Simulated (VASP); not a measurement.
# W (I4/mmm) in VASP: further runs, part 2 of 3

VASP 6.6.1. The steps go on from the part before.

**3. Single point, r2SCAN (strain +0.000 along x and y, -0.015 along z)**

POSCAR

```
W
1.0
    0.0000000000      2.0300000000      1.9995500000
    2.0300000000      0.0000000000      1.9995500000
    2.0300000000      2.0300000000      0.0000000000
W
1
Direct
    0.0000000000      0.0000000000      0.0000000000
```

INCAR.step1

```
ALGO     = Normal         # electronic algorithm
EDIFF    = 1E-4           # SCF threshold, eV
ENCUT    = 520            # plane-wave cutoff, eV
GGA      = PE             # functional
ISMEAR   = 0              # smearing method
LASPH    = T              # aspherical terms in the spheres
LCHARG   = F              # write CHGCAR
LREAL    = F              # projectors in reciprocal space
LWAVE    = T              # write WAVECAR
NBANDS   = 13             # bands
NELM     = 60             # most SCF steps
PREC     = Accurate       # precision mode
SIGMA    = 0.15           # smearing width, eV
```

INCAR.step2

```
ALGO     = Normal         # electronic algorithm
EDIFF    = 1E-6           # SCF threshold, eV
ENCUT    = 520            # plane-wave cutoff, eV
ISIF     = 2              # what is computed and relaxed
ISMEAR   = 0              # smearing method
ISTART   = 1            
LASPH    = T              # aspherical terms in the spheres
LCHARG   = F              # write CHGCAR
LMIXTAU  = T            
LREAL    = F              # projectors in reciprocal space
LWAVE    = F              # write WAVECAR
METAGGA  = R2SCAN         # meta-GGA
NBANDS   = 13             # bands
NELM     = 60             # most SCF steps
PREC     = Accurate       # precision mode
SIGMA    = 0.15           # smearing width, eV
```

KPOINTS

```
k-points
0
Gamma
  20 20 20
```

Potentials or basis: VASP PAW PBE potentials, release 64 (W_sv).

Launch:

```bash
> cat potpaw_PBE.64/W_sv/POTCAR > POTCAR
> cp INCAR.step1 INCAR
> mpirun -np 1 vasp_std > vasp.out
> cp INCAR.step2 INCAR
> mpirun -np 1 vasp_std > vasp.out
```

OUTCAR:

```text
EDIFF = 1E-6
   ENCUT = 520
   ISIF = 2
   ISMEAR = 0
   ISTART = 1
   LASPH = T
   LREAL = F
   METAGGA = R2SCAN
   NELM = 60
   PREC = Accurate

 ion  position               nearest neighbor table
   1  0.000  0.000  0.000-

  LATTYP: Found a body centered tetragonal cell.
 ALAT       =     2.8708535316
 C/A-ratio  =     1.3930003589

  Lattice vectors:

 A1 = (   0.0000000000,  -2.0300000000,  -1.9995500000)
 A2 = (   0.0000000000,   2.0300000000,  -1.9995500000)
 A3 = (   2.0300000000,   0.0000000000,   1.9995500000)

Analysis of symmetry for initial positions (statically):
=====================================================================
 Subroutine PRICEL returns:
 Original cell was already a primitive cell.

 Routine SETGRP: Setting up the symmetry group for a
 body centered tetragonal supercell.

 Subroutine GETGRP returns: Found 16 space group operations
 (whereof 16 operations were pure point group operations)
 out of a pool of 16 trial point group operations.

The static configuration has the point symmetry D_4h.

Analysis of symmetry for dynamics (positions and initial velocities):
=====================================================================
 Subroutine PRICEL returns:
 Original cell was already a primitive cell.

 Routine SETGRP: Setting up the symmetry group for a
 body centered tetragonal supercell.

 Subroutine GETGRP returns: Found 16 space group operations
 (whereof 16 operations were pure point group operations)
 out of a pool of 16 trial point group operations.

The dynamic configuration has the point symmetry D_4h.

 Subroutine INISYM returns: Found 16 space group operations
 (whereof 16 operations are pure point group operations),
 and found     1 'primitive' translations

----------------------------------------------------------------------------------------

                                     Primitive cell

  volume of cell :      16.4799

  direct lattice vectors                    reciprocal lattice vectors
     0.000000000  2.030000000  1.999550000    -0.246305419  0.246305419  0.250056263
     2.030000000  0.000000000  1.999550000     0.246305419 -0.246305419  0.250056263
     2.030000000  2.030000000  0.000000000     0.246305419  0.246305419 -0.250056263

  length of vectors
     2.849403482  2.849403482  2.870853532     0.428789987  0.428789987  0.428789987

  position of ions in fractional coordinates (direct lattice)
     0.000000000  0.000000000  0.000000000

  ion indices of the primitive-cell ions
   primitive index   ion index
                 1           1

----------------------------------------------------------------------------------------

 KPOINTS: k-points

Automatic generation of k-mesh.
 Grid dimensions read from file:
 generate k-points for:   20   20   20

 Generating k-lattice:

  Cartesian coordinates                     Fractional coordinates (reciprocal lattice)
    -0.012315271  0.012315271  0.012502813     0.050000000 -0.000000000  0.000000000
     0.012315271 -0.012315271  0.012502813    -0.000000000  0.050000000  0.000000000
     0.012315271  0.012315271 -0.012502813     0.000000000  0.000000000  0.050000000

  Length of vectors
     0.021439499  0.021439499  0.021439499

  Shift w.r.t. Gamma in fractional coordinates (k-lattice)
     0.000000000  0.000000000  0.000000000

 Subroutine IBZKPT returns following result:
 ===========================================

 Found    641 irreducible k-points:

 Following reciprocal coordinates:
            Coordinates               Weight
  0.000000  0.000000  0.000000      1.000000
  0.050000  0.000000  0.000000      8.000000
  0.100000 -0.000000  0.000000      8.000000
  0.150000  0.000000  0.000000      8.000000
  0.200000 -0.000000  0.000000      8.000000
  0.250000  0.000000  0.000000      8.000000
[... 16 lines left out ...]
 -0.400000  0.050000  0.000000      8.000000
 -0.350000  0.050000  0.000000      8.000000
 [... further k-points ...]
   k-points           NKPTS =    641   k-points in BZ     NKDIM =    641   number of bands    NBANDS=     13
   number of dos      NEDOS =    301   number of ions     NIONS =      1
   total plane-waves  NPLWV =  13824
   dimension x,y,z NGX =    24 NGY =   24 NGZ =   24
   dimension x,y,z NGXF=    48 NGYF=   48 NGZF=   48
   ions per type =               1
   NGX,Y,Z   is equivalent  to a cutoff of  14.00, 14.00, 13.90 a.u.
   NGXF,Y,Z  is equivalent  to a cutoff of  28.01, 28.01, 27.80 a.u.
 SYSTEM =  unknown system
   PREC   = accura    normal or accurate (medium, high low for compatibility)
   ISTART =      1    job   : 0-new  1-cont  2-samecut
   ICHARG =      0    charge: 1-file 2-atom 10-const
   ISPIN  =      1    spin polarized calculation?
   LNONCOLLINEAR =      F non collinear calculations
   LSORBIT =      F    spin-orbit coupling
   LASPH  =      T    aspherical Exc in radial PAW
   ENCUT  =  520.0 eV  38.22 Ry    6.18 a.u.   5.30  5.30  5.34*2*pi/ulx,y,z
   NELM   =     60;   NELMIN=  2; NELMDL=  0     # of ELM steps
   EDIFF  = 0.1E-05   stopping-criterion for ELM
   LREAL  =      F    real-space projection
   EDIFFG = 0.1E-04   stopping-criterion for IOM
   NSW    =      0    number of steps for IOM
   IBRION =     -1    ionic relax: 0-MD 1-quasi-New 2-CG
   NFREE  =      0    steps in history (QN), initial steepest desc. (CG)
   ISIF   =      2    stress and relaxation
   ISYM   =      2    0-nonsym 1-usesym 2-fastsym
   POTIM  = 0.5000    time-step for ionic-motion
   TEBEG  =    0.0;   TEEND  =   0.0 temperature during run
   PSTRESS=    0.0 pullay stress
   NELECT =      14.0000    total number of electrons
   NUPDOWN=      -1.0000    fix difference up-down
   EMIN   =  10.00;   EMAX   =-10.00  energy-range for DOS
   EFERMI =   0.00;   METHOD = LEGACY
   ISMEAR =     0;   SIGMA  =   0.15  broadening in eV -4-tet -1-fermi 0-gaus
   EFERMI_NEDOS =   21; number of points for ismear=-14 and -15
   IALGO  =     38    algorithm
   IMIX   =      4    mixing-type and parameters
     AMIX     =   0.40;   BMIX     =  1.00
     AMIX_MAG =   1.60;   BMIX_MAG =  1.00
  volume/ion in A,a.u.               =      16.48       111.21
  Fermi-wavevector in a.u.,A,eV,Ry     =   1.550480  2.929982 32.708230  2.403987
  Thomas-Fermi vector in A             =   2.655137
   LORBIT       =      0    0 simple, 1 ext, 2 COOP (PROOUT), +10 PAW based schemes
   METAGGA = R2SCAN    functional components
   LHFCALC =     F    Hartree Fock is set to
   AEXX    =    0.0000 exact exchange contribution
   IVDW    =     0    specifies the selected vdW correction
   LEPSILON=     F    determine dielectric tensor
   LRPA    =     F    only Hartree local field effects (RPA)
 non-spin polarized calculation
 Gauss-broadening in eV      SIGMA  =   0.15
  energy-cutoff  :      520.00
  volume of cell :       16.48
 maximum number of plane-waves:       455
 NGX is ok and might be reduce to    24
   NGX = 11   NGY = 11   NGZ = 11

 number of electron      14.0000002 magnetization

 Free energy of the ion-electron system (eV)
  ---------------------------------------------------
  ext. energy  EPLUGINS =         0.00000000
  ---------------------------------------------------
  free energy    TOTEN  =       -50.80318570 eV

  energy without entropy =      -50.78903016  energy(sigma->0) =      -50.79610793

 E-fermi :  10.2942     XC(G=0): -14.7037

 val. band max:       10.2938749953   @ k =  -0.1500   0.0500   0.0000
 cond. band min:      10.2949074830   @ k =  -0.2500   0.1000   0.0500
 fundamental gap:      0.0010324876
 Fermi energy:        10.2942071843

 k-point     1 :       0.0000    0.0000    0.0000
  band No.  band energies     occupation
      1     -65.3433      2.00000
      2     -28.2890      2.00000
      3     -28.2890      2.00000
      4     -28.2748      2.00000
      5       0.8230      2.00000
      6       9.6238      2.00000
      7       9.6238      2.00000
      8       9.8587      1.99996
      9      12.9008      0.00000
     10      13.2302      0.00000
     11      23.6459      0.00000
     12      29.1090      0.00000
     13      29.1090      0.00000
[... 353 lines left out ...]
 k-point    24 :      -0.3500    0.0500    0.0000
  band No.  band energies     occupation
      1     -65.2437      2.00000
      2     -29.2922      2.00000
      3     -28.4371      2.00000
      4     -28.4264      2.00000
      5       4.3192      2.00000
      6       9.2460      2.00000
      7       9.7416      2.00000
      8       9.8427      1.99998
      9      14.1064      0.00000
     10      14.9741      0.00000
     11      22.3357      0.00000
     12      25.4739      0.00000
     13      31.3061      0.00000

 [... further k-points ...]

------------------------ aborting loop because EDIFF is reached ----------------------------------------

  FORCE on cell =-STRESS in cart. coord.  units (eV):
  Direction    XX          YY          ZZ          XY          YZ          ZX
  --------------------------------------------------------------------------------------
  -------------------------------------------------------------------------------------
  Total       -0.1338760     -0.1338760     -0.8712619      0.0000000      0.0000000      0.0000000
  in kB      -13.0154451    -13.0154451    -84.7042057      0.0000000      0.0000000      0.0000000
  external PRESSURE =     -36.9116986 kB  Pullay stress =       0.0000000 kB

 VOLUME and BASIS-vectors are now :
 -----------------------------------------------------------------------------
  energy-cutoff  :      520.00
  volume of cell :       16.48
      direct lattice vectors                 reciprocal lattice vectors
     0.000000000  2.030000000  1.999550000    -0.246305419  0.246305419  0.250056263
     2.030000000  0.000000000  1.999550000     0.246305419 -0.246305419  0.250056263
     2.030000000  2.030000000  0.000000000     0.246305419  0.246305419 -0.250056263

 POSITION                                       TOTAL-FORCE (eV/Angst)
 -----------------------------------------------------------------------------------
      0.00000      0.00000      0.00000         0.000000      0.000000      0.000000
 -----------------------------------------------------------------------------------
    total drift:                               -0.000000      0.000000      0.000000

  FREE ENERGIE OF THE ION-ELECTRON SYSTEM (eV)
  ---------------------------------------------------
  free  energy   TOTEN  =       -50.8031856997 eV

  energy  without entropy=      -50.7890301597  energy(sigma->0) =      -50.79610793
```

Run time: 4.4 min. Hardware: 1 thread of Intel Xeon Platinum 8124M at 3.00GHz (Skylake/Cascade Lake), shared host; peak memory 0.25 GiB.

Results:

```yaml
Free_energy: -50.8032 eV
Pressure: -3.7 GPa
Band_gap_on_the_k_mesh: zero (bands 7 and 8 overlap by 3.77 eV)
```

Stress tensor (GPa, compression positive):
```
-1.30  0.00  0.00
 0.00 -1.30  0.00
 0.00  0.00 -8.47
```

Levels at points of the mesh, in eV from the Fermi level:
| k point | band 5 | band 6 | band 7 | band 8 | band 9 | band 10 |
| --- | --- | --- | --- | --- | --- | --- |
| (0.00, 0.00, 0.00) | -9.47 | -0.67 | -0.67 | -0.44 | 2.61 | 2.94 |
| (0.50, 0.00, 0.00) | -5.89 | -0.88 | -0.62 | 0.43 | 5.16 | 5.28 |
| (0.50, 0.50, 0.00) | -5.68 | -4.78 | 3.19 | 5.24 | 5.91 | 5.91 |
| (0.50, 0.00, 0.50) | -5.71 | -4.76 | 2.87 | 5.28 | 5.80 | 6.01 |

Caveat: the cell differs from its parent crystal (strain +0.000 along x and y, -0.015 along z); the cell stands under tension; the PAW data sets were made with another functional, which shifts forces and pressure a little; spin-orbit coupling is left out, which moves the levels of the heavy elements.

[end of part 2 of 3]
